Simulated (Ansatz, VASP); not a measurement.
Two plane-wave programs on YHg

```
Y Hg
1.0
     3.68000    0.00000    0.00000
     0.00000    3.68000    0.00000
     0.00000    0.00000    3.68000
Y Hg
1 1
Direct
  0.50000 0.50000 0.50000
  0.00000 0.00000 0.00000
```

Change from the starting cell: volume scaled by 1, PAW files.

Alike in both runs: task electric field gradients; functional LDA; k mesh 10 × 10 × 10; occupations fermi-dirac, width 0.05 eV; no spin polarisation.

|  | VASP | Ansatz |
| --- | --- | --- |
| version | VASP 6.6.1 | Ansatz 0.2.0 |
| potentials or method | VASP PAW LDA potentials, release 64 (Y_sv, Hg) | PAW with Ansatz's default frozen-core files, scalar-relativistic |
| plane-wave cutoff (eV) | 520 | 420 |
| valence electrons in the cell | 23 | 31 |

Ansatz gave:

| Property | Result |
| --- | --- |
| pressure (GPa) | -3.3 |

Question: Estimate VASP's values.

Answer: Pressure (GPa): -3.1.

LDA's correlation is that of Perdew and Zunger in VASP and of Perdew and Wang (1992) in Ansatz. VASP's potentials hold 23 valence electrons a cell and Ansatz's 31, so a difference there can come from the potentials and not from the codes.

Spin-orbit coupling is off throughout.
